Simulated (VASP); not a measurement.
# MgO (a.b) (Fm-3m) in VASP: single point with PBEsol

Aim: the single point of MgO (a.b) with PBEsol.

All numbers are computed with VASP 6.6.1; they aren't measurements. Logs are shortened: lines on timing, memory, paths and dates and some standing lists are left out, and cuts for length are marked.

### 1 The cell of the first run

Symmetry: Fm-3m, No. 225, cubic system. Conventional cell: a = 4.215 Å, b = 4.215 Å, c = 4.215 Å, α = 90.00°, β = 90.00°, γ = 90.00°. Mg (site symmetry m-3m) has 6 O at 2.11 Å within 2.8 Å. Within 2.8 Å of O (site symmetry m-3m) lie 6 Mg at 2.11 Å.

### 2 Single point, PBEsol

INCAR

```
SYSTEM = MgO
PREC = Accurate
ENCUT = 600
EDIFF = 1E-6
ISMEAR = 0
SIGMA = 0.02
LREAL = .FALSE.
LASPH = .TRUE.
NELM = 120
ALGO = Normal
ISIF = 2
LWAVE = .FALSE.
LCHARG = .FALSE.
GGA = PS
NBANDS = 11
GGA_COMPAT = .FALSE.
```

KPOINTS

```
Automatic mesh
0
G
  10 10 10
  0 0 0
```

POSCAR

```
MgO
1.0
    0.0000000000      2.1075221507      2.1075221507
    2.1075221507      0.0000000000      2.1075221507
    2.1075221507      2.1075221507      0.0000000000
Mg O
1 1
Direct
    0.0000000000      0.0000000000      0.0000000000
    0.5000000000      0.5000000000      0.5000000000
```

Potentials or basis: VASP PAW PBE potentials, release 64 (Mg, O).

Started as:

```bash
$ cat potpaw_PBE.64/Mg/POTCAR potpaw_PBE.64/O/POTCAR > POTCAR
$ mpirun -np 1 vasp_std > vasp.out
```

OUTCAR:

```text
SYSTEM = MgO
   PREC = Accurate
   ENCUT = 600
   EDIFF = 1E-6
   ISMEAR = 0
   LREAL = .FALSE.
   LASPH = .TRUE.
   NELM = 120
   ISIF = 2
   GGA = PS

 ion  position               nearest neighbor table
   1  0.000  0.000  0.000-   2 2.11   2 2.11   2 2.11   2 2.11   2 2.11   2 2.11
   2  0.500  0.500  0.500-   1 2.11   1 2.11   1 2.11   1 2.11   1 2.11   1 2.11

  LATTYP: Found a face centered cubic cell.
 ALAT       =     4.2150443014

  Lattice vectors:

 A1 = (   0.0000000000,   2.1075221507,   2.1075221507)
 A2 = (   2.1075221507,   0.0000000000,   2.1075221507)
 A3 = (   2.1075221507,   2.1075221507,   0.0000000000)

Analysis of symmetry for initial positions (statically):
=====================================================================
 Subroutine PRICEL returns:
 Original cell was already a primitive cell.

 Routine SETGRP: Setting up the symmetry group for a
 face centered cubic supercell.

 Subroutine GETGRP returns: Found 48 space group operations
 (whereof 48 operations were pure point group operations)
 out of a pool of 48 trial point group operations.

The static configuration has the point symmetry O_h .

Analysis of symmetry for dynamics (positions and initial velocities):
=====================================================================
 Subroutine PRICEL returns:
 Original cell was already a primitive cell.

 Routine SETGRP: Setting up the symmetry group for a
 face centered cubic supercell.

 Subroutine GETGRP returns: Found 48 space group operations
 (whereof 48 operations were pure point group operations)
 out of a pool of 48 trial point group operations.

The dynamic configuration has the point symmetry O_h .

 Subroutine INISYM returns: Found 48 space group operations
 (whereof 48 operations are pure point group operations),
 and found     1 'primitive' translations

----------------------------------------------------------------------------------------

                                     Primitive cell

  volume of cell :      18.7217

  direct lattice vectors                    reciprocal lattice vectors
     0.000000000  2.107522151  2.107522151    -0.237245431  0.237245431  0.237245431
     2.107522151  0.000000000  2.107522151     0.237245431 -0.237245431  0.237245431
     2.107522151  2.107522151  0.000000000     0.237245431  0.237245431 -0.237245431

  length of vectors
     2.980486409  2.980486409  2.980486409     0.410921140  0.410921140  0.410921140

  position of ions in fractional coordinates (direct lattice)
     0.000000000  0.000000000  0.000000000
     0.500000000  0.500000000  0.500000000

[... 85 lines left out ...]
   TEBEG  =    0.0;   TEEND  =   0.0 temperature during run
   PSTRESS=    0.0 pullay stress
   NELECT =       8.0000    total number of electrons
   NUPDOWN=      -1.0000    fix difference up-down
   EMIN   =  10.00;   EMAX   =-10.00  energy-range for DOS
   EFERMI =   0.00;   METHOD = LEGACY
   ISMEAR =     0;   SIGMA  =   0.02  broadening in eV -4-tet -1-fermi 0-gaus
   EFERMI_NEDOS =   21; number of points for ismear=-14 and -15
   IALGO  =     38    algorithm
   IMIX   =      4    mixing-type and parameters
     AMIX     =   0.40;   BMIX     =  1.00
     AMIX_MAG =   1.60;   BMIX_MAG =  1.00
  volume/ion in A,a.u.               =       9.36        63.17
  Fermi-wavevector in a.u.,A,eV,Ry     =   1.233075  2.330173 20.687290  1.520473
  Thomas-Fermi vector in A             =   2.367819
   LORBIT       =      0    0 simple, 1 ext, 2 COOP (PROOUT), +10 PAW based schemes
   GGA     = PS    functional components
   LHFCALC =     F    Hartree Fock is set to
   AEXX    =    0.0000 exact exchange contribution
   IVDW    =     0    specifies the selected vdW correction
   LEPSILON=     F    determine dielectric tensor
   LRPA    =     F    only Hartree local field effects (RPA)
 non-spin polarized calculation
 Gauss-broadening in eV      SIGMA  =   0.02
  energy-cutoff  :      600.00
  volume of cell :       18.72
 maximum number of plane-waves:       636
   NGX = 11   NGY = 11   NGZ = 11

 number of electron       8.0000005 magnetization

 Free energy of the ion-electron system (eV)
  ---------------------------------------------------
  ext. energy  EPLUGINS =         0.00000000
  ---------------------------------------------------
  free energy    TOTEN  =       -12.51539045 eV

  energy without entropy =      -12.51539045  energy(sigma->0) =      -12.51539045

 E-fermi :   3.1405     XC(G=0): -11.2997

 val. band max:        3.0495925488   @ k =   0.0000   0.0000   0.0000
 cond. band min:       7.6646908125   @ k =   0.0000   0.0000   0.0000
 fundamental gap:      4.6150982637
 Fermi energy:         3.1405358954

 k-point     1 :       0.0000    0.0000    0.0000
  band No.  band energies     occupation
      1     -14.1444      2.00000
      2       3.0496      2.00000
      3       3.0496      2.00000
      4       3.0496      2.00000
      5       7.6647      0.00000
      6      18.6720      0.00000
      7      18.6720      0.00000
      8      18.6720      0.00000
      9      22.5084      0.00000
     10      24.3900      0.00000
     11      24.3900      0.00000
[... 309 lines left out ...]
 k-point    24 :       0.4000    0.3000    0.0000
  band No.  band energies     occupation
      1     -12.8839      2.00000
      2      -0.5704      2.00000
      3       1.7296      2.00000
      4       1.9528      2.00000
      5      12.4973      0.00000
      6      13.0490      0.00000
      7      16.5076      0.00000
      8      21.0669      0.00000
      9      21.2710      0.00000
     10      27.7872      0.00000
     11      29.8989      0.00000

 [... further k-points ...]

------------------------ aborting loop because EDIFF is reached ----------------------------------------

  FORCE on cell =-STRESS in cart. coord.  units (eV):
  Direction    XX          YY          ZZ          XY          YZ          ZX
  --------------------------------------------------------------------------------------
  -------------------------------------------------------------------------------------
  Total       -0.0966937     -0.0966937     -0.0966937     -0.0000000      0.0000000      0.0000000
  in kB       -8.2748879     -8.2748879     -8.2748879     -0.0000000      0.0000000      0.0000000
  external PRESSURE =      -8.2748879 kB  Pullay stress =       0.0000000 kB

 VOLUME and BASIS-vectors are now :
 -----------------------------------------------------------------------------
  energy-cutoff  :      600.00
  volume of cell :       18.72
      direct lattice vectors                 reciprocal lattice vectors
     0.000000000  2.107522151  2.107522151    -0.237245431  0.237245431  0.237245431
     2.107522151  0.000000000  2.107522151     0.237245431 -0.237245431  0.237245431
     2.107522151  2.107522151  0.000000000     0.237245431  0.237245431 -0.237245431

 POSITION                                       TOTAL-FORCE (eV/Angst)
 -----------------------------------------------------------------------------------
      0.00000      0.00000      0.00000        -0.000000     -0.000000      0.000000
      2.10752      2.10752      2.10752         0.000000      0.000000      0.000000
 -----------------------------------------------------------------------------------
    total drift:                               -0.000000     -0.000000      0.000000

  FREE ENERGIE OF THE ION-ELECTRON SYSTEM (eV)
  ---------------------------------------------------
  free  energy   TOTEN  =       -12.5153904483 eV

  energy  without entropy=      -12.5153904483  energy(sigma->0) =      -12.51539045
```

Wall time 7.3 s (1 thread of Intel Xeon 8259CL, shared host); peak memory 0.14 GiB.

Results:

```yaml
Free_energy: -12.5154 eV
Pressure: -0.8 GPa
Band_gap_on_the_k_mesh: 4.62 eV, direct
```

Caveat: the PAW data sets were made with another functional, which shifts forces and pressure a little.
